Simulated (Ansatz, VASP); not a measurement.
## Hf6Al2O15 in VASP and in Ansatz

```
CELL_PARAMETERS angstrom
10.53789 0.00000 0.00000
0.00000 5.04329 0.01810
0.00000 0.01810 5.04329
ATOMIC_POSITIONS crystal
Al 0.96772 0.94961 0.05039
Al 0.96772 0.55039 0.44961
Hf 0.50231 0.99542 0.00458
Hf 0.50231 0.50458 0.49542
Hf 0.24653 0.98642 0.48642
Hf 0.75598 0.01323 0.51323
Hf 0.24653 0.51358 0.01358
Hf 0.75598 0.48677 0.98677
O 0.60034 0.25000 0.75000
O 0.15646 0.75000 0.75000
O 0.65947 0.75000 0.75000
O 0.08086 0.75000 0.25000
O 0.59804 0.75000 0.25000
O 0.15646 0.25000 0.25000
O 0.65947 0.25000 0.25000
O 0.40934 0.25000 0.25000
O 0.91113 0.25000 0.25000
O 0.35140 0.75000 0.25000
O 0.84397 0.75000 0.25000
O 0.40934 0.75000 0.75000
O 0.91113 0.75000 0.75000
O 0.32112 0.25000 0.75000
O 0.86140 0.25000 0.75000
```

Alike in both runs: functional PBE; k mesh 2 × 4 × 4; occupations gaussian, width 0.1 eV; no spin polarisation.

Ansatz relaxed the structure, and its values are those at the end. VASP's run is a single point on that final structure, the one shown.

|  | VASP | Ansatz |
| --- | --- | --- |
| version | VASP 6.6.1 | Ansatz 0.2.0 |
| potentials or method | VASP PAW PBE potentials, release 64 (Al, Hf_pv, O), cutoff 520 eV | scalar-relativistic, plane waves, PAW |
| valence electrons in the cell | 156 | 252 |

```tsv
	VASP	Ansatz	Ansatz less VASP
gap on the k mesh at the Fermi level (eV)	3.21	3.22	+0.009
least direct gap on the mesh (eV)	3.26	3.27	+0.008
pressure (GPa)	-2.2	0.1	+2.31
rms of the force components (eV/Å)	0.045	0.013	-0.0321
```

The functional is the same, so the differences come from potentials, cutoffs and numerics. VASP's potentials hold 156 valence electrons a cell and Ansatz's 252, so a difference there can come from the potentials and not from the codes.

Neither program's run includes spin-orbit coupling.
